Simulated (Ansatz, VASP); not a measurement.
# One calculation of BN, two programs

File INCAR:

```
PREC = Accurate
ENCUT = 600
EDIFF = 1E-6
ISMEAR = 0
SIGMA = 0.01
LREAL = F
LASPH = T
NELM = 120
ALGO = Normal
ISIF = 2
LWAVE = F
LCHARG = T
GGA = PS
LELF = T
LVHAR = T
NBANDS = 11
GGA_COMPAT = F
```

Contents of KPOINTS:

```
Automatic mesh
0
Gamma
  14 14 14
```

The input POSCAR:

```
BN
1.0
    0.0000000000      1.8025432020      1.8025432020
    1.8025432020      0.0000000000      1.8025432020
    1.8025432020      1.8025432020      0.0000000000
B N
1 1
Direct
    0.0000000000      0.0000000000      0.0000000000
    0.2500000000      0.2500000000      0.2500000000
```

Input for Ansatz:

```yaml
crystal:
  lattice:
    - [0.0, 1.802543202, 1.802543202]
    - [1.802543202, 0.0, 1.802543202]
    - [1.802543202, 1.802543202, 0.0]
  atoms:
    - { symbol: B, position: [0.0, 0.0, 0.0] }
    - { symbol: "N", position: [0.25, 0.25, 0.25] }
basis:
  ecutwfc: 420
kpoints:
  mp_grid: { grid: [14, 14, 14] }
  band_path:
    path:
      - [0.0, 0.0, 0.0]
      - [0.0, 0.0, 0.0]
      - [0.0, 0.0, 0.0]
      - [0.0, 0.0, 0.0]
      - [0.0, 0.0, 0.0]
      - [0.0, 0.0, 0.0]
      - [0.0, 0.0, 0.0]
      - [0.0, 0.0, 0.0]
      - [0.0, 0.0, 0.0]
      - [0.0, 0.0, 0.0]
      - [0.0, 0.0, 0.0]
      - [0.0, 0.0, 0.0]
      - [0.0, 0.0, 0.0]
      - [0.0, 0.0, 0.0]
      - [0.0, 0.0, 0.0]
      - [0.0, 0.0, 0.0]
      - [0.0, 0.0, 0.0]
      - [0.0, 0.0, 0.0]
      - [0.0, 0.0, 0.0]
      - [0.0, 0.0, 0.0]
      - [0.0, 0.0, 0.0]
      - [0.0, 0.0, 0.0]
      - [0.0, 0.0, 0.0]
      - [0.0, 0.0, 0.0]
      - [0.0, 0.0, 0.0]
      - [0.0, 0.0, 0.0]
      - [0.3, 0.3, 0.0]
      - [0.3166666667, 0.3166666667, 0.0]
      - [0.3333333333, 0.3333333333, 0.0]
      - [0.35, 0.35, 0.0]
      - [0.3666666667, 0.3666666667, 0.0]
      - [0.3833333333, 0.3833333333, 0.0]
      - [0.4, 0.4, 0.0]
      - [0.4166666667, 0.4166666667, 0.0]
      - [0.4333333333, 0.4333333333, 0.0]
      - [0.45, 0.45, 0.0]
      - [0.4666666667, 0.4666666667, 0.0]
      - [0.4833333333, 0.4833333333, 0.0]
      - [0.5, 0.5, 0.0]
      - [0.5, 0.5, 0.5]
      - [0.5, 0.5, 0.5]
      - [0.5, 0.5, 0.5]
      - [0.5, 0.5, 0.5]
      - [0.5, 0.5, 0.5]
      - [0.5, 0.5, 0.5]
      - [0.5, 0.5, 0.5]
      - [0.5, 0.5, 0.5]
      - [0.5, 0.5, 0.5]
      - [0.5, 0.5, 0.5]
      - [0.5, 0.5, 0.5]
      - [0.5, 0.5, 0.5]
      - [0.5, 0.5, 0.5]
    npoints: 1
hamiltonian:
  xc: pbesol
  pseudopotentials: { kind: paw, azcp: { folder: soft_1 } }
scf:
  occupations: { method: fixed }
  n_extra_bands: 5
output:
  eigenvalues: true
```

Alike in both runs: task single point; functional PBEsol; k mesh 14 × 14 × 14; no spin polarisation.

```csv
,VASP,Ansatz
version,VASP 6.6.1,Ansatz 0.2.0
potentials or method,"VASP PAW PBE potentials, release 64 (B, N), cutoff 600 eV","scalar-relativistic, plane waves, PAW"
occupations,"gaussian, width 0.01 eV",fixed
valence electrons in the cell,8,8
```

|  | VASP | Ansatz | Ansatz less VASP |
| --- | --- | --- | --- |
| gap on the k mesh at the Fermi level (eV) | 4.29 | 4.29 | +0.008 |
| least direct gap on the mesh (eV) | 8.80 | 8.80 | +0.004 |

VASP's potentials were made for PBE, not for PBEsol, and Ansatz warns of the same on its side.
